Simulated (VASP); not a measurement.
Set up this calculation in VASP 6.6.1, as the native input.

| Item | Value |
| --- | --- |
| Task | single point |
| Functional | PBE |
| Potentials or basis | VASP PAW PBE potentials, release 64 (Sr_sv, Cl) |
| Cutoff | 520 eV |
| k mesh | 6 × 6 × 6 |
| Occupations | gaussian, width 0.05 eV |
| Spin | no spin polarisation |
| Dipole correction | no |
| Further INCAR settings | ALGO = Normal; EDIFF = 1e-06; NBANDS = 19 |

The structure of SrCl2 lies in POSCAR:

```
SrCl2
1.0
    0.0000000000      3.4997863687      3.6723258367
    3.4997863687      0.0000000000      3.6723258367
    3.4997863687      3.4997863687      0.0000000000
Sr Cl
1 2
Direct
    0.0000000000      0.0000000000      0.0000000000
    0.2500000000      0.2500000000      0.2500000000
    0.7500000000      0.7500000000      0.7500000000
```

The input as run:

INCAR

```
ALGO = Normal ; EDIFF = 1E-6
ENCUT = 520 ; GGA = PE
ISIF = 2 ; ISMEAR = 0
LASPH = True ; LCHARG = False
LREAL = False ; LWAVE = False
NBANDS = 19 ; NELM = 80
PREC = Accurate ; SIGMA = 0.05
```

KPOINTS

```
k-points
0
Gamma
  6 6 6
```

Potentials or basis: VASP PAW PBE potentials, release 64 (Sr_sv, Cl).

Run with:

```console
$ cat potpaw_PBE.64/Sr_sv/POTCAR potpaw_PBE.64/Cl/POTCAR > POTCAR
$ mpirun -np 1 vasp_std > vasp.out
```

Results of the run:

```json
{"Pressure": "-0.9 GPa", "Band gap on the k mesh": "4.96 eV (least direct gap 5.25 eV)"}
```

It took 110 s on 1 thread of Intel Xeon 8259CL (shared host), peak memory 0.25 GiB.
